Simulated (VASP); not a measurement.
Ti, 2 atoms in the cell. Symmetry: P6_3/mmc, No. 194, hexagonal system. Conventional cell: a = 2.563 Å, b = 2.563 Å, c = 4.234 Å, α = 90.00°, β = 90.00°, γ = 120.00°. Within 3.4 Å of Ti (site symmetry -6m2) lie 12 Ti at 2.56 to 2.58 Å. 

| Property | Result |
| --- | --- |
| Program | VASP 6.6.1 |
| Task | single point |
| Functional | PBEsol |
| Potentials or basis | VASP PAW PBE potentials, release 64 (Ti_sv) |
| Cutoff | 520 eV |
| k mesh | 15 × 15 × 8 |
| Occupations | fermi-dirac, width 0.05 eV |
| Spin | no spin polarisation |
| Dipole correction | no |
| Further INCAR settings | ALGO = Normal; EDIFF = 1e-07; NBANDS = 19 |

Potentials or basis: VASP PAW PBE potentials, release 64 (Ti_sv).

The run is started by

```console
$ cat potpaw_PBE.64/Ti_sv/POTCAR > POTCAR
$ mpirun -np 1 vasp_std > vasp.out
```

Hardware: 1 thread of AMD EPYC 7R43 64-Core Processor (Zen 3), with other jobs on the host.

Estimate the wall time of this run.

Wall time 68 s on 1 thread of AMD EPYC 7R43 64-Core Processor (Zen 3) (shared host), peak memory 0.13 GiB. Counts: scf iterations 14, k points 135.
